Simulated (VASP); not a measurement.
The system is ScTa2.

```
Sc Ta
1.0
     4.01458    0.00000    0.00000
    -2.00729    3.47673    0.00000
     0.00000    0.00000    4.33724
Sc Ta
1 2
Direct
  0.00000 0.00000 0.00000
  0.33333 0.66667 0.50873
  0.66667 0.33333 0.49127
```

The cell was built from a structure type or drawn by symmetry, and may not be a known phase.

* Program: VASP 6.6.1
* Task: relaxation of cell and atoms
* Functional: PBE
* Potentials or basis: VASP PAW PBE potentials, release 64 (Sc_sv, Ta_sv_GW)
* Cutoff: 500 eV
* k mesh: 6 × 6 × 4
* Occupations: gaussian, width 0.1 eV
* Spin: no spin polarisation

At the start: pressure 21.2 GPa; volume 20.18 Å³/atom.

Question: Where does the relaxation end?

Answer: Over 16 steps the energy falls by 1124.3 meV/atom and the volume is 19.80 Å³/atom (-1.9 %); space group P6/mmm (No. 191, to 0.1 Å) before and after.

The path:
```tsv
step	energy change (eV)	largest force (eV/Å)	pressure (GPa)	volume (Å³)
1	0.0000	0.2017	21.16	60.54
2	-0.7326	0.0225	-20.14	84.54
3	-1.5888	0.1373	-9.63	72.95
4	-1.5905	0.1520	-8.86	72.41
5	-2.5815	0.0450	-4.47	64.22
6	-2.9234	0.0235	2.15	59.78
7	-2.5550	0.0437	29.40	50.45
8	-3.0187	0.0577	6.18	57.86
9	-3.1034	0.0511	15.19	54.20
10	-3.1221	0.0625	11.76	55.49
11	-3.1575	0.0342	7.42	56.44
12	-3.2862	0.0345	8.70	56.07
13	-3.2861	0.0341	8.56	56.10
14	-3.3726	0.0299	0.13	59.38
15	-3.3726	0.0300	0.15	59.37
16	-3.3729	0.0315	0.04	59.41
```

Final structure:
```
Sc Ta
1.0
     4.81576    0.00000    0.00000
    -2.40788    4.17057    0.00000
     0.00000    0.00000    2.95777
Sc Ta
1 2
Direct
  0.00000 0.00000 0.00000
  0.33333 0.66667 0.50369
  0.66667 0.33333 0.49631
```

Caveat: the k points lie up to 0.53 Å⁻¹ apart in the final cell, too coarse for converged energies and pressures of a metal; a cell axis changed by over 15 % at a fixed basis, so the end point is rough.
